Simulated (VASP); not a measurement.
# Al5GaAs6 (P31m) in VASP: density of states with PBE

Aim: the density of states of Al5GaAs6 with PBE.

All numbers are computed with VASP 6.6.1; they aren't measurements. Logs are shortened: lines on timing, memory, paths and dates and some standing lists are left out, and cuts for length are marked.

## 1. The cell of the first run

It takes space group P31m (No. 157, trigonal). The conventional cell has a = 7.003 Å, b = 7.003 Å, c = 6.648 Å, α = 90.00°, β = 90.00°, γ = 120.00°. Within 3.3 Å of Al (site symmetry m) lie 4 As at 2.48 to 2.49 Å. Al (site symmetry 3) has 4 As at 2.48 to 2.49 Å within 3.3 Å. Within 3.3 Å of Ga (site symmetry 3m) lie 4 As at 2.49 to 2.50 Å. Within 3.3 Å of As (site symmetry m) lie 3 Al at 2.48 to 2.49 Å and 1 Ga at 2.49 Å. As (site symmetry 3) has 4 Al at 2.48 to 2.49 Å within 3.3 Å. As (site symmetry 3m) has 3 Al at 2.48 Å and 1 Ga at 2.50 Å within 3.3 Å.

## 2. Density of states, PBE

Contents of POSCAR:

```
Al5GaAs6
1.0
    7.0028213824      0.0000000000      0.0000000000
   -3.5014106912      6.0646212153      0.0000000000
    0.0000000000      0.0000000000      6.6481502000
Al Ga As
5 1 6
Direct
    0.3336300000      0.3336300000      0.9994090000
    0.0000000000      0.6663700000      0.9994090000
    0.6663700000      0.0000000000      0.9994090000
    0.6666666667      0.3333333333      0.4999460000
    0.3333333333      0.6666666667      0.4999460000
    0.0000000000      0.0000000000      0.5005660000
    0.3341380000      0.3341380000      0.3737780000
    0.0000000000      0.6658620000      0.3737780000
    0.6658620000      0.0000000000      0.3737780000
    0.6666666667      0.3333333333      0.8739990000
    0.3333333333      0.6666666667      0.8739990000
    0.0000000000      0.0000000000      0.8759830000
```

Contents of INCAR.step1:

```
PREC = Accurate
ENCUT = 520
EDIFF = 1E-6
ISMEAR = 0
SIGMA = 0.02
LREAL = F
LASPH = T
NELM = 60
ALGO = Normal
ISIF = 2
LWAVE = F
LCHARG = T
GGA = PE
NBANDS = 41
```

Contents of KPOINTS.step1:

```
regular mesh
0
Gamma
  6 6 4
```

Contents of INCAR.step2:

```
PREC = Accurate
ENCUT = 520
EDIFF = 1E-6
ISMEAR = -5
SIGMA = 0.02
LREAL = F
LASPH = T
NELM = 60
ALGO = Normal
ISIF = 2
LWAVE = F
LCHARG = F
GGA = PE
LORBIT = 11
NEDOS = 1001
ICHARG = 11
```

Contents of KPOINTS.step2:

```
regular mesh
0
Gamma
  9 9 6
```

Potentials or basis: VASP PAW PBE potentials, release 64 (Al, Ga_d, As).

Launch:

```
$ cat potpaw_PBE.64/Al/POTCAR potpaw_PBE.64/Ga_d/POTCAR potpaw_PBE.64/As/POTCAR > POTCAR
$ cp INCAR.step1 INCAR
$ cp KPOINTS.step1 KPOINTS
$ mpirun -np 1 vasp_std > vasp.out
$ cp INCAR.step2 INCAR
$ cp KPOINTS.step2 KPOINTS
$ mpirun -np 1 vasp_std > vasp.out
```

OUTCAR:

```text
PREC = Accurate
   ENCUT = 520
   EDIFF = 1E-6
   ISMEAR = -5
   LREAL = F
   LASPH = T
   NELM = 60
   ISIF = 2
   GGA = PE
   LORBIT = 11
   ICHARG = 11

 ion  position               nearest neighbor table
   1  0.334  0.334  0.999-  12 2.48  11 2.48  10 2.48   7 2.49
   2  0.000  0.666  0.999-  12 2.48  11 2.48  10 2.48   8 2.49
   3  0.666  0.000  0.999-  12 2.48  10 2.48  11 2.48   9 2.49
   4  0.667  0.333  0.500-   9 2.48   8 2.48   7 2.48  10 2.49
   5  0.333  0.667  0.500-   8 2.48   9 2.48   7 2.48  11 2.49
   6  0.000  0.000  0.501-   7 2.49   8 2.49   9 2.49  12 2.50
   7  0.334  0.334  0.374-   5 2.48   4 2.48   6 2.49   1 2.49
   8  0.000  0.666  0.374-   5 2.48   4 2.48   6 2.49   2 2.49
   9  0.666  0.000  0.374-   4 2.48   5 2.48   6 2.49   3 2.49
  10  0.667  0.333  0.874-   3 2.48   2 2.48   1 2.48   4 2.49
  11  0.333  0.667  0.874-   2 2.48   3 2.48   1 2.48   5 2.49
  12  0.000  0.000  0.876-   1 2.48   2 2.48   3 2.48   6 2.50

  LATTYP: Found a hexagonal cell.
 ALAT       =     7.0028213824
 C/A-ratio  =     0.9493531017

  Lattice vectors:

 A1 = (   7.0028213824,   0.0000000000,   0.0000000000)
 A2 = (  -3.5014106912,   6.0646212153,   0.0000000000)
 A3 = (   0.0000000000,   0.0000000000,   6.6481502000)

Analysis of symmetry for initial positions (statically):
=====================================================================
 Subroutine PRICEL returns:
 Original cell was already a primitive cell.

 Routine SETGRP: Setting up the symmetry group for a
 hexagonal supercell.

 Subroutine GETGRP returns: Found  6 space group operations
 (whereof  6 operations were pure point group operations)
 out of a pool of 24 trial point group operations.

The static configuration has the point symmetry C_3v.

Analysis of symmetry for dynamics (positions and initial velocities):
=====================================================================
 Subroutine PRICEL returns:
 Original cell was already a primitive cell.

 Routine SETGRP: Setting up the symmetry group for a
 hexagonal supercell.

 Subroutine GETGRP returns: Found  6 space group operations
 (whereof  6 operations were pure point group operations)
 out of a pool of 24 trial point group operations.

The dynamic configuration has the point symmetry C_3v.

 Subroutine INISYM returns: Found  6 space group operations
 (whereof  6 operations are pure point group operations),
 and found     1 'primitive' translations

----------------------------------------------------------------------------------------

                                     Primitive cell

  volume of cell :     282.3433

  direct lattice vectors                    reciprocal lattice vectors
     7.002821382  0.000000000  0.000000000     0.142799587  0.082445380  0.000000000
    -3.501410691  6.064621215  0.000000000     0.000000000  0.164890760  0.000000000
     0.000000000  0.000000000  6.648150200     0.000000000  0.000000000  0.150417781

  length of vectors
     7.002821382  7.002821382  6.648150200     0.164890760  0.164890760  0.150417781

  position of ions in fractional coordinates (direct lattice)
     0.333630000  0.333630000  0.999409000
     1.000000000  0.666370000  0.999409000
     0.666370000  0.000000000  0.999409000
     0.666666667  0.333333333  0.499946000
     0.333333333  0.666666667  0.499946000
     0.000000000  0.000000000  0.500566000
     0.334138000  0.334138000  0.373778000
     1.000000000  0.665862000  0.373778000
     0.665862000  0.000000000  0.373778000
     0.666666667  0.333333333  0.873999000
     0.333333333  0.666666667  0.873999000
     0.000000000  0.000000000  0.875983000

  ion indices of the primitive-cell ions
   primitive index   ion index
                 1           1
                 2           2
                 3           3
                 4           4
                 5           5
                 6           6
                 7           7
                 8           8
                 9           9
                10          10
                11          11
                12          12

----------------------------------------------------------------------------------------

 KPOINTS: regular mesh

Automatic generation of k-mesh.
 Grid dimensions read from file:
 generate k-points for:    9    9    6

 Generating k-lattice:

  Cartesian coordinates                     Fractional coordinates (reciprocal lattice)
     0.015866621  0.009160598  0.000000000     0.111111111 -0.000000000  0.000000000
     0.000000000  0.018321196  0.000000000     0.000000000  0.111111111  0.000000000
     0.000000000  0.000000000  0.025069630     0.000000000  0.000000000  0.166666667

  Length of vectors
     0.018321196  0.018321196  0.025069630

  Shift w.r.t. Gamma in fractional coordinates (k-lattice)
     0.000000000  0.000000000  0.000000000

 TETIRR: Found    925 inequivalent tetrahedra from     2916

 Subroutine IBZKPT returns following result:
 ===========================================

 Found     62 irreducible k-points:

 Following reciprocal coordinates:
            Coordinates               Weight
  0.000000  0.000000  0.000000      1.000000
  0.111111  0.000000  0.000000      6.000000
  0.222222  0.000000  0.000000      6.000000
  0.333333  0.000000  0.000000      6.000000
  0.444444  0.000000  0.000000      6.000000
  0.111111  0.111111  0.000000      6.000000
[... 16 lines left out ...]
 -0.111111  0.444444  0.166667     12.000000
  0.444444  0.111111  0.166667      6.000000
 [... further k-points ...]
   k-points           NKPTS =     62   k-points in BZ     NKDIM =     62   number of bands    NBANDS=     36
   number of dos      NEDOS =   1001   number of ions     NIONS =     12
   total plane-waves  NPLWV = 145800
   dimension x,y,z NGX =    54 NGY =   54 NGZ =   50
   dimension x,y,z NGXF=   108 NGYF=  108 NGZF=  100
   ions per type =               5   1   6
   NGX,Y,Z   is equivalent  to a cutoff of  12.82, 12.82, 12.50 a.u.
   NGXF,Y,Z  is equivalent  to a cutoff of  25.64, 25.64, 25.01 a.u.
 SYSTEM =  unknown system
   PREC   = accura    normal or accurate (medium, high low for compatibility)
   ISTART =      0    job   : 0-new  1-cont  2-samecut
   ICHARG =     11    charge: 1-file 2-atom 10-const
   ISPIN  =      1    spin polarized calculation?
   LNONCOLLINEAR =      F non collinear calculations
   LSORBIT =      F    spin-orbit coupling
   LASPH  =      T    aspherical Exc in radial PAW
   ENCUT  =  520.0 eV  38.22 Ry    6.18 a.u.  13.02 13.02 12.36*2*pi/ulx,y,z
   NELM   =     60;   NELMIN=  2; NELMDL=  0     # of ELM steps
   EDIFF  = 0.1E-05   stopping-criterion for ELM
   LREAL  =      F    real-space projection
   EDIFFG = 0.1E-04   stopping-criterion for IOM
   NSW    =      0    number of steps for IOM
   IBRION =     -1    ionic relax: 0-MD 1-quasi-New 2-CG
   NFREE  =      0    steps in history (QN), initial steepest desc. (CG)
   ISIF   =      2    stress and relaxation
   ISYM   =      2    0-nonsym 1-usesym 2-fastsym
   POTIM  = 0.5000    time-step for ionic-motion
   TEBEG  =    0.0;   TEEND  =   0.0 temperature during run
   PSTRESS=    0.0 pullay stress
   NELECT =      58.0000    total number of electrons
   NUPDOWN=      -1.0000    fix difference up-down
   EMIN   =  10.00;   EMAX   =-10.00  energy-range for DOS
   EFERMI =   0.00;   METHOD = LEGACY
   ISMEAR =    -5;   SIGMA  =   0.02  broadening in eV -4-tet -1-fermi 0-gaus
   EFERMI_NEDOS =   21; number of points for ismear=-14 and -15
   IALGO  =     38    algorithm
   IMIX   =      4    mixing-type and parameters
     AMIX     =   0.40;   BMIX     =  1.00
     AMIX_MAG =   1.60;   BMIX_MAG =  1.00
  volume/ion in A,a.u.               =      23.53       158.78
  Fermi-wavevector in a.u.,A,eV,Ry     =   0.965958  1.825396 12.695258  0.933075
  Thomas-Fermi vector in A             =   2.095719
   LORBIT       =     11    0 simple, 1 ext, 2 COOP (PROOUT), +10 PAW based schemes
   GGA     = PE    functional components
   LHFCALC =     F    Hartree Fock is set to
   AEXX    =    0.0000 exact exchange contribution
   IVDW    =     0    specifies the selected vdW correction
   LEPSILON=     F    determine dielectric tensor
   LRPA    =     F    only Hartree local field effects (RPA)
 non-spin polarized calculation
 Fermi weights with tetrahedron method with Bloechl corrections
  energy-cutoff  :      520.00
  volume of cell :      282.34
 maximum number of plane-waves:      7655
 NGX is ok and might be reduce to    54

 number of electron      58.0000009 magnetization

 Free energy of the ion-electron system (eV)
  ---------------------------------------------------
  ext. energy  EPLUGINS =         0.00000000
  ---------------------------------------------------
  free energy    TOTEN  =       -55.11798604 eV

  energy without entropy =      -55.11798604  energy(sigma->0) =      -55.11798604

 E-fermi :   3.6842     XC(G=0):  -8.9773

 val. band max:        3.6693933904   @ k =   0.0000   0.0000   0.0000
 cond. band min:       5.0048922535   @ k =  -0.3333  -0.3333   0.3333
 fundamental gap:      1.3354988631
 Fermi energy:         3.6842082024

 k-point     1 :       0.0000    0.0000    0.0000
  band No.  band energies     occupation
      1     -10.8647      2.00000
      2     -10.8647      2.00000
      3     -10.8642      2.00000
      4     -10.7946      2.00000
      5     -10.7946      2.00000
      6      -8.2291      2.00000
[... 28 lines left out ...]
     35       7.5265      0.00000
     36       7.9392      0.00000
[... 866 lines left out ...]
      6      -7.5279      2.00000
[... 28 lines left out ...]
     35       7.0602      0.00000
     36       7.5872      0.00000

 [... further k-points ...]
[... 5 lines left out ...]
  --------------------------------------------------------------------------------------
  -------------------------------------------------------------------------------------
  Total        0.2165807      0.2165807      0.2851152      0.0000000      0.0000000     -0.0000000
  in kB        1.2290027      1.2290027      1.6179062      0.0000000      0.0000000     -0.0000000
  external PRESSURE =       1.3586372 kB  Pullay stress =       0.0000000 kB

 VOLUME and BASIS-vectors are now :
 -----------------------------------------------------------------------------
  energy-cutoff  :      520.00
  volume of cell :      282.34
      direct lattice vectors                 reciprocal lattice vectors
     7.002821382  0.000000000  0.000000000     0.142799587  0.082445380  0.000000000
    -3.501410691  6.064621215  0.000000000     0.000000000  0.164890760  0.000000000
     0.000000000  0.000000000  6.648150200     0.000000000  0.000000000  0.150417781

 POSITION                                       TOTAL-FORCE (eV/Angst)
 -----------------------------------------------------------------------------------
      1.16818      2.02334      6.64422        -0.000253     -0.000439      0.001200
     -2.33324      4.04128      6.64422        -0.000253      0.000439      0.001200
      4.66647      0.00000      6.64422         0.000507      0.000000      0.001200
      3.50141      2.02154      3.32372         0.000000      0.000000      0.000608
     -0.00000      4.04308      3.32372        -0.000000     -0.000000      0.000608
      0.00000      0.00000      3.32784         0.000000     -0.000000     -0.000253
      1.16995      2.02642      2.48493         0.001034      0.001790     -0.002167
     -2.33146      4.03820      2.48493         0.001034     -0.001790     -0.002167
      4.66291      0.00000      2.48493        -0.002067      0.000000     -0.002167
      3.50141      2.02154      5.81048         0.000000      0.000000     -0.001082
     -0.00000      4.04308      5.81048        -0.000000     -0.000000     -0.001082
      0.00000      0.00000      5.82367         0.000000     -0.000000      0.004103
 -----------------------------------------------------------------------------------
    total drift:                                0.000000      0.000001     -0.000893

  FREE ENERGIE OF THE ION-ELECTRON SYSTEM (eV)
  ---------------------------------------------------
  free  energy   TOTEN  =       -55.1179860361 eV

  energy  without entropy=      -55.1179860361  energy(sigma->0) =      -55.11798604

 total charge

# of ion       s       p       d       tot
------------------------------------------
    1        0.404   0.356   0.000   0.760
    2        0.404   0.356   0.000   0.760
    3        0.404   0.356   0.000   0.760
    4        0.404   0.356   0.000   0.761
    5        0.404   0.356   0.000   0.761
    6        0.875   0.744   9.988  11.607
    7        1.198   1.636   0.024   2.858
    8        1.198   1.636   0.024   2.858
    9        1.198   1.636   0.024   2.858
   10        1.194   1.660   0.023   2.877
   11        1.194   1.660   0.023   2.877
   12        1.198   1.638   0.024   2.860
--------------------------------------------------
tot         10.076  12.388  10.131  32.595
```

Wall time 14 min (1 thread of Intel Xeon Platinum 8375C at 2.90GHz (Ice Lake), shared host); peak memory 0.74 GiB.

What came out:

```yaml
Valence_electrons_inside_the_program's_atomic_spheres: Al 0.76; Ga 11.61; As 2.86, 2.88
```
